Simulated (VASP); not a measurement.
**HfN: single point with PBEsol**

Crystal: HfN.

```xyz
2
Lattice="0.0000 2.2560 2.2560 2.2560 0.0000 2.2560 2.2560 2.2560 0.0000" Properties=species:S:1:pos:R:3 pbc="T T T"
Hf    0.0000    0.0000    0.0000
N     2.2560    2.2560    2.2560
```

```yaml
Program: VASP 6.6.1
Task: single point
Functional: PBEsol
Potentials_or_basis: VASP PAW PBE potentials, release 64 (Hf_pv, N)
Cutoff: 520 eV
k_mesh: 8 × 8 × 8
Occupations: fermi-dirac, width 0.05 eV
Spin: no spin polarisation
```

```json
{
  "Pressure": "-3.9 GPa"
}
```

Levels at points of the mesh, in eV from the Fermi level:
| k point | band 6 | band 7 | band 8 | band 9 | band 10 | band 11 |
| --- | --- | --- | --- | --- | --- | --- |
| (0.00, 0.00, 0.00) | -2.96 | -2.96 | -0.36 | -0.36 | -0.36 | 1.87 |
| (0.50, 0.00, 0.00) | -6.17 | -6.17 | 3.33 | 3.74 | 3.74 | 4.44 |
| (0.50, 0.50, 0.00) | -3.85 | -3.64 | -3.64 | 4.12 | 5.59 | 5.59 |

Wall time 5.4 s on 1 thread of Intel(R) Xeon(R) Platinum 8488C (Sapphire Rapids) (shared host), peak memory 0.14 GiB.

Caveat: the PAW data sets were made with another functional, which shifts forces and pressure a little; spin-orbit coupling is left out, which moves the levels of the heavy elements.
